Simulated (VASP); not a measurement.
Cu5Mo: single point with PBE

Crystal: Cu5Mo.

```xyz
6
Lattice="4.7102 0.0000 0.0000 -2.3551 4.0791 0.0000 0.0000 0.0000 4.1238" Properties=species:S:1:pos:R:3 pbc="T T T"
Cu    0.0000    2.7194    0.0000
Cu    2.3551    1.3597    0.0000
Cu    2.3551    0.0000    2.0619
Cu    1.1775    2.0396    2.0619
Cu   -1.1775    2.0396    2.0619
Mo    0.0000    0.0000    0.0000
```

```yaml
Program: VASP 6.6.1
Task: single point
Functional: PBE
Potentials_or_basis: VASP PAW PBE potentials, release 64 (Cu, Mo_sv)
Cutoff: 600 eV
k_mesh: 4 × 4 × 4
Occupations: gaussian, width 0.2 eV
Spin: no spin polarisation
Dipole_correction: no
Further_INCAR_settings: ALGO = Normal; EDIFF = 1e-06; NBANDS = 44
```

- Pressure: 0.1 GPa

Stress tensor (GPa, compression positive):
```
0.00 0.00 0.00
0.00 0.00 0.00
0.00 0.00 0.41
```

Levels at points of the mesh, in eV from the Fermi level:
| k point | band 32 | band 33 | band 34 | band 35 | band 36 | band 37 |
| --- | --- | --- | --- | --- | --- | --- |
| (0.00, 0.00, 0.00) | -0.67 | -0.24 | -0.15 | 0.38 | 0.54 | 0.54 |
| (0.50, 0.00, 0.00) | -1.11 | -0.51 | 0.10 | 0.13 | 0.43 | 0.46 |
| (0.00, 0.00, 0.50) | -1.42 | -1.11 | -0.77 | -0.77 | 0.31 | 0.74 |
| (0.50, 0.00, 0.50) | -1.37 | -1.32 | -0.16 | 0.33 | 0.40 | 1.11 |

It took 36 s on 1 thread of Intel(R) Xeon(R) 6975P-C (Granite Rapids), with other jobs on the host, peak memory 0.24 GiB.

Caveat: the k points lie up to 0.39 Å⁻¹ apart.
